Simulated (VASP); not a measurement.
Here is a VASP 6.6.1 calculation.

File INCAR:

```
SYSTEM = ZrSi2
  PREC = Accurate
  ENCUT = 520
  EDIFF = 1E-8
  ISMEAR = -1
  SIGMA = 0.03
  LREAL = .FALSE.
  LASPH = .TRUE.
  NELM = 100
  ALGO = Normal
  ISIF = 2
  LWAVE = .FALSE.
  LCHARG = .FALSE.
  GGA = PE
  LEFG = .TRUE.
  NBANDS = 29
```

Contents of KPOINTS:

```
regular mesh
0
G
  8 8 8
  0 0 0
```

The input POSCAR:

```
ZrSi2
1.0
    1.8530000000     -7.3675000000      0.0000000000
    1.8530000000      7.3675000000      0.0000000000
    0.0000000000      0.0000000000      3.6720000000
Zr Si
2 4
Direct
    0.8946000000      0.1054000000      0.7500000000
    0.1054000000      0.8946000000      0.2500000000
    0.5522000000      0.4478000000      0.7500000000
    0.4478000000      0.5522000000      0.2500000000
    0.2496000000      0.7504000000      0.7500000000
    0.7504000000      0.2496000000      0.2500000000
```

Potentials or basis: VASP PAW PBE potentials, release 64 (Zr_sv, Si).

Launch:

```sh
$ cat potpaw_PBE.64/Zr_sv/POTCAR potpaw_PBE.64/Si/POTCAR > POTCAR
$ mpirun -np 1 vasp_std > vasp.out
```

Estimate the largest force.

0.177 eV/Å.

Estimate the band gap on the k mesh.

zero (band 20 reaches 10.41 eV, above the bottom of band 21 at 9.60 eV).

Predict the pressure.

0.9 GPa.

Forces in eV/Å, atoms in the order of the input:
```
Zr   0.000 -0.046  0.000
Zr   0.000  0.046  0.000
Si   0.000 -0.177  0.000
Si   0.000  0.177  0.000
Si   0.000 -0.068  0.000
Si   0.000  0.068  0.000
```

Caveat: without QUAD_EFG the Cq values of the log hold for a quadrupole moment of 1 mb, not for the nuclei.
